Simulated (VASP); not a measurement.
# HfSiO4 (I4_1/amd) in VASP: a series of runs, part 2 of 3

VASP 6.6.1. The steps go on from the part before.

## 3. Single point, PBE

This run uses another cell than the first one, of 11.07 Å³/atom, 1.031 times its volume.

Input file INCAR:

```
SYSTEM = HfSiO4
  PREC = Accurate
  ENCUT = 520
  EDIFF = 1E-7
  ISMEAR = 0
  SIGMA = 0.02
  LREAL = .False.
  LASPH = .True.
  NELM = 60
  ALGO = Normal
  ISIF = 2
  LWAVE = .False.
  LCHARG = .False.
  GGA = PE
  NBANDS = 50
```

Input file KPOINTS:

```
regular mesh
0
Gamma
  6 6 6
  0 0 0
```

Input file POSCAR:

```
HfSiO4
1.0
   -3.3227452087      3.3227452087      3.0072237760
    3.3227452087     -3.3227452087      3.0072237760
    3.3227452087      3.3227452087     -3.0072237760
Hf Si O
2 2 8
Direct
    0.7500000000      0.2500000000      0.5000000000
    0.0000000000      0.0000000000      0.0000000000
    0.2500000000      0.7500000000      0.5000000000
    0.5000000000      0.5000000000      0.0000000000
    0.1347369476      0.3189317719      0.8158051757
    0.0689317719      0.7531265962      0.6841948243
    0.5031265962      0.3189317719      0.1841948243
    0.0689317719      0.3847369476      0.3158051757
    0.6152630524      0.9310682281      0.6841948243
    0.6810682281      0.8652630524      0.1841948243
    0.2468734038      0.9310682281      0.3158051757
    0.6810682281      0.4968734038      0.8158051757
```

Potentials or basis: VASP PAW PBE potentials, release 64 (Hf_pv, Si, O).

On the command line:

```sh
cat potpaw_PBE.64/Hf_pv/POTCAR potpaw_PBE.64/Si/POTCAR potpaw_PBE.64/O/POTCAR > POTCAR
mpirun -np 1 vasp_std > vasp.out
```

OUTCAR:

```text
SYSTEM = HfSiO4
   PREC = Accurate
   ENCUT = 520
   EDIFF = 1E-7
   ISMEAR = 0
   LREAL = .False.
   LASPH = .True.
   NELM = 60
   ISIF = 2
   GGA = PE

 ion  position               nearest neighbor table
   1  0.750  0.250  0.500-   5 2.14   7 2.14  10 2.14  12 2.14   6 2.28  11 2.28   9 2.28   8 2.28
                             3 3.01   3 3.01   2 3.65   2 3.65   2 3.65   2 3.65
   2  0.000  0.000  0.000-   6 2.14   8 2.14   9 2.14  11 2.14   7 2.28  12 2.28   5 2.28  10 2.28
                             4 3.01   4 3.01   1 3.65   1 3.65   1 3.65   1 3.65
   3  0.250  0.750  0.500-   6 1.64   8 1.64   9 1.64  11 1.64   1 3.01   1 3.01
   4  0.500  0.500  0.000-   5 1.64   7 1.64  10 1.64  12 1.64   2 3.01   2 3.01
   5  0.135  0.319  0.816-   4 1.64   1 2.14   2 2.28
   6  0.069  0.753  0.684-   3 1.64   2 2.14   1 2.28
   7  0.503  0.319  0.184-   4 1.64   1 2.14   2 2.28
   8  0.069  0.385  0.316-   3 1.64   2 2.14   1 2.28
   9  0.615  0.931  0.684-   3 1.64   2 2.14   1 2.28
  10  0.681  0.865  0.184-   4 1.64   1 2.14   2 2.28
  11  0.247  0.931  0.316-   3 1.64   2 2.14   1 2.28
  12  0.681  0.497  0.816-   4 1.64   1 2.14   2 2.28

  LATTYP: Found a body centered tetragonal cell.
 ALAT       =     6.6454904174
 C/A-ratio  =     0.9050419419

  Lattice vectors:

 A1 = (  -3.3227452087,   3.3227452087,   3.0072237760)
 A2 = (   3.3227452087,  -3.3227452087,   3.0072237760)
 A3 = (   3.3227452087,   3.3227452087,  -3.0072237760)

Analysis of symmetry for initial positions (statically):
=====================================================================
 Subroutine PRICEL returns:
 Original cell was already a primitive cell.

 Routine SETGRP: Setting up the symmetry group for a
 body centered tetragonal supercell.

 Subroutine GETGRP returns: Found 16 space group operations
 (whereof  8 operations were pure point group operations)
 out of a pool of 16 trial point group operations.

The static configuration has the point symmetry D_2d.
 The point group associated with its full space group is D_4h.

Analysis of symmetry for dynamics (positions and initial velocities):
=====================================================================
 Subroutine PRICEL returns:
 Original cell was already a primitive cell.

 Routine SETGRP: Setting up the symmetry group for a
 body centered tetragonal supercell.

 Subroutine GETGRP returns: Found 16 space group operations
 (whereof  8 operations were pure point group operations)
 out of a pool of 16 trial point group operations.

The dynamic configuration has the point symmetry D_2d.
 The point group associated with its full space group is D_4h.

 Subroutine INISYM returns: Found 16 space group operations
 (whereof  8 operations are pure point group operations),
 and found     1 'primitive' translations

----------------------------------------------------------------------------------------

                                     Primitive cell

  volume of cell :     132.8066

  direct lattice vectors                    reciprocal lattice vectors
    -3.322745209  3.322745209  3.007223776     0.000000000  0.150477984  0.166266310
     3.322745209 -3.322745209  3.007223776     0.150477984  0.000000000  0.166266310
     3.322745209  3.322745209 -3.007223776     0.150477984  0.150477984  0.000000000

[... 83 lines left out ...]
 -0.166667 -0.333333  0.166667      8.000000
 [... further k-points ...]
   k-points           NKPTS =     30   k-points in BZ     NKDIM =     30   number of bands    NBANDS=     50
   number of dos      NEDOS =    301   number of ions     NIONS =     12
   total plane-waves  NPLWV =  74088
   dimension x,y,z NGX =    42 NGY =   42 NGZ =   42
   dimension x,y,z NGXF=    84 NGYF=   84 NGZF=   84
   ions per type =               2   2   8
   NGX,Y,Z   is equivalent  to a cutoff of  12.52, 12.52, 12.52 a.u.
   NGXF,Y,Z  is equivalent  to a cutoff of  25.03, 25.03, 25.03 a.u.
 SYSTEM =  HfSiO4
   PREC   = accura    normal or accurate (medium, high low for compatibility)
   ISTART =      0    job   : 0-new  1-cont  2-samecut
   ICHARG =      2    charge: 1-file 2-atom 10-const
   ISPIN  =      1    spin polarized calculation?
   LNONCOLLINEAR =      F non collinear calculations
   LSORBIT =      F    spin-orbit coupling
   LASPH  =      T    aspherical Exc in radial PAW
   ENCUT  =  520.0 eV  38.22 Ry    6.18 a.u.  10.37 10.37 10.37*2*pi/ulx,y,z
   NELM   =     60;   NELMIN=  2; NELMDL= -5     # of ELM steps
   EDIFF  = 0.1E-06   stopping-criterion for ELM
   LREAL  =      F    real-space projection
   EDIFFG = 0.1E-05   stopping-criterion for IOM
   NSW    =      0    number of steps for IOM
   IBRION =     -1    ionic relax: 0-MD 1-quasi-New 2-CG
   NFREE  =      0    steps in history (QN), initial steepest desc. (CG)
   ISIF   =      2    stress and relaxation
   ISYM   =      2    0-nonsym 1-usesym 2-fastsym
   POTIM  = 0.5000    time-step for ionic-motion
   TEBEG  =    0.0;   TEEND  =   0.0 temperature during run
   PSTRESS=    0.0 pullay stress
   NELECT =      76.0000    total number of electrons
   NUPDOWN=      -1.0000    fix difference up-down
   EMIN   =  10.00;   EMAX   =-10.00  energy-range for DOS
   EFERMI =   0.00;   METHOD = LEGACY
   ISMEAR =     0;   SIGMA  =   0.02  broadening in eV -4-tet -1-fermi 0-gaus
   EFERMI_NEDOS =   21; number of points for ismear=-14 and -15
   IALGO  =     38    algorithm
   IMIX   =      4    mixing-type and parameters
     AMIX     =   0.40;   BMIX     =  1.00
     AMIX_MAG =   1.60;   BMIX_MAG =  1.00
  volume/ion in A,a.u.               =      11.07        74.69
  Fermi-wavevector in a.u.,A,eV,Ry     =   1.359167  2.568453 25.134510  1.847334
  Thomas-Fermi vector in A             =   2.485938
   LORBIT       =      0    0 simple, 1 ext, 2 COOP (PROOUT), +10 PAW based schemes
   GGA     = PE    functional components
   LHFCALC =     F    Hartree Fock is set to
   AEXX    =    0.0000 exact exchange contribution
   IVDW    =     0    specifies the selected vdW correction
   LEPSILON=     F    determine dielectric tensor
   LRPA    =     F    only Hartree local field effects (RPA)
 non-spin polarized calculation
 Gauss-broadening in eV      SIGMA  =   0.02
  energy-cutoff  :      520.00
  volume of cell :      132.81
 maximum number of plane-waves:      3595
 NGX is ok and might be reduce to    42
   NGX = 21   NGY = 21   NGZ = 21

 number of electron      76.0000017 magnetization

 Free energy of the ion-electron system (eV)
  ---------------------------------------------------
  ext. energy  EPLUGINS =         0.00000000
  ---------------------------------------------------
  free energy    TOTEN  =      -108.65807939 eV

  energy without entropy =     -108.65807939  energy(sigma->0) =     -108.65807939

 E-fermi :   3.1494     XC(G=0): -10.9387

 val. band max:        3.0552266537   @ k =   0.0000   0.0000   0.0000
 cond. band min:       8.3250881528   @ k =   0.3333   0.3333   0.1667
 fundamental gap:      5.2698614991
 Fermi energy:         3.1493917046

 k-point     1 :       0.0000    0.0000    0.0000
  band No.  band energies     occupation
      1     -26.4107      2.00000
      2     -26.4107      2.00000
      3     -26.3506      2.00000
      4     -26.3416      2.00000
      5     -26.2559      2.00000
      6     -26.2559      2.00000
[... 1261 lines left out ...]
     49      11.6107      0.00000
     50      12.5685      0.00000

 [... further k-points ...]
[... 5 lines left out ...]
  --------------------------------------------------------------------------------------
  -------------------------------------------------------------------------------------
  Total       -1.4241372     -1.4241372     -1.1514025      0.0000000      0.0000000      0.0000000
  in kB      -17.1807690    -17.1807690    -13.8905023      0.0000000      0.0000000      0.0000000
  external PRESSURE =     -16.0840134 kB  Pullay stress =       0.0000000 kB

 VOLUME and BASIS-vectors are now :
 -----------------------------------------------------------------------------
  energy-cutoff  :      520.00
  volume of cell :      132.81
      direct lattice vectors                 reciprocal lattice vectors
    -3.322745209  3.322745209  3.007223776     0.000000000  0.150477984  0.166266310
     3.322745209 -3.322745209  3.007223776     0.150477984  0.000000000  0.166266310
     3.322745209  3.322745209 -3.007223776     0.150477984  0.150477984  0.000000000

 POSITION                                       TOTAL-FORCE (eV/Angst)
 -----------------------------------------------------------------------------------
     -0.00000      3.32275      1.50361        -0.000000     -0.000000      0.000000
      0.00000      0.00000      0.00000        -0.000000     -0.000000      0.000000
      3.32275     -0.00000      1.50361        -0.000000     -0.000000      0.000000
      0.00000      0.00000      3.00722        -0.000000     -0.000000      0.000000
      3.32275      2.09868     -1.08903        -0.000000     -0.127341     -0.133636
      4.54681      0.00000      0.41459         0.127341     -0.000000     -0.133636
      0.00000      1.22406      1.91820        -0.000000      0.127341     -0.133636
      2.09868      0.00000      0.41459        -0.127341      0.000000     -0.133636
      3.32275      1.22406      2.59264        -0.000000      0.127341      0.133636
      1.22406      0.00000      4.09625         0.127341     -0.000000      0.133636
      3.32275     -1.22406      2.59264        -0.000000     -0.127341      0.133636
      2.09868      3.32275      1.08903        -0.127341     -0.000000      0.133636
 -----------------------------------------------------------------------------------
    total drift:                               -0.000000     -0.000000      0.000000

  FREE ENERGIE OF THE ION-ELECTRON SYSTEM (eV)
  ---------------------------------------------------
  free  energy   TOTEN  =      -108.6580793868 eV

  energy  without entropy=     -108.6580793868  energy(sigma->0) =     -108.65807939
```

Wall time 3.5 min (1 thread of Intel Xeon Platinum 8375C at 2.90GHz (Ice Lake), shared host); peak memory 0.34 GiB.

Results:

```yaml
Free_energy: -108.6581 eV
Pressure: -1.6 GPa
Largest_force: 0.185 eV/Å
Band_gap_on_the_k_mesh: 5.27 eV, indirect (least direct gap 5.60 eV)
```

Forces in eV/Å, atoms in the order of the input:
```
Hf   0.000  0.000  0.000
Hf   0.000  0.000  0.000
Si   0.000  0.000  0.000
Si   0.000  0.000  0.000
O    0.000 -0.127 -0.134
O    0.127  0.000 -0.134
O    0.000  0.127 -0.134
O   -0.127  0.000 -0.134
O    0.000  0.127  0.134
O    0.127  0.000  0.134
O    0.000 -0.127  0.134
O   -0.127  0.000  0.134
```

Levels at points of the mesh, in eV from the valence-band top:
```
           k point  band 35  band 36  band 37  band 38  band 39  band 40  band 41  band 42
(0.00, 0.00, 0.00)    -0.60    -0.60    -0.53     0.00     5.60     5.91     5.96     6.04
(0.50, 0.00, 0.00)    -0.95    -0.80    -0.24    -0.22     5.50     5.66     6.39     6.54
(0.50, 0.50, 0.00)    -0.89    -0.89    -0.58    -0.58     5.28     5.28     6.35     6.35
(0.50, 0.50, 0.50)    -1.07    -1.07    -0.89    -0.89     6.06     6.06     6.38     6.38
```

Caveat: spin-orbit coupling is left out, which moves the levels of the heavy elements. A k mesh can miss the band edges.

(Part 2 of 3 ends here.)
